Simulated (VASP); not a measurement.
Here is a VASP 6.6.1 calculation.

File INCAR:

```
PREC     = Accurate       # precision mode
ENCUT    = 600            # plane-wave cutoff, eV
EDIFF    = 1E-7           # SCF threshold, eV
ISMEAR   = -1             # smearing method
SIGMA    = 0.1            # smearing width, eV
LREAL    = F              # projectors in reciprocal space
LASPH    = T              # aspherical terms in the spheres
NELM     = 80             # most SCF steps
ALGO     = Normal         # electronic algorithm
ISIF     = 3              # what is computed and relaxed
LWAVE    = F              # write WAVECAR
LCHARG   = F              # write CHGCAR
GGA      = PS             # functional
IBRION   = 2              # ionic algorithm
NSW      = 100            # ionic steps
EDIFFG   = -0.002         # ionic threshold
PSTRESS  = 100.0
```

Contents of KPOINTS:

```
regular mesh
0
Gamma
  14 14 14
```

File POSCAR:

```
ScPd
1.0
    3.2666946391      0.0000000000      0.0000000000
    0.0000000000      3.2666946391      0.0000000000
    0.0000000000      0.0000000000      3.2666946391
Sc Pd
1 1
Direct
    0.5000000000      0.5000000000      0.5000000000
    0.0000000000      0.0000000000      0.0000000000
```

Potentials or basis: VASP PAW PBE potentials, release 64 (Sc_sv, Pd).

The run is started by

```bash
$ cat potpaw_PBE.64/Sc_sv/POTCAR potpaw_PBE.64/Pd/POTCAR > POTCAR
$ mpirun -np 1 vasp_std > vasp.out
```

**Question.** What does it give for the relaxed cell?

**Answer.** a = 3.194 Å, b = 3.194 Å, c = 3.194 Å, α = 90.00°, β = 90.00°, γ = 90.00°.

**Question.** Estimate the space group after relaxing (to 0.1 Å).

**Answer.** Pm-3m (No. 221).

**Question.** Predict the relaxed volume.

**Answer.** 16.29 Å³/atom.

Final structure:
```
CELL_PARAMETERS angstrom
3.19392 0.00000 0.00000
0.00000 3.19392 0.00000
0.00000 0.00000 3.19392
ATOMIC_POSITIONS crystal
Sc 0.50000 0.50000 0.50000
Pd 0.00000 0.00000 0.00000
```

Caveat: the cell is relaxed towards a set pressure, so the run minimises the enthalpy, not the energy; the PAW data sets were made with another functional, which shifts forces and pressure a little.
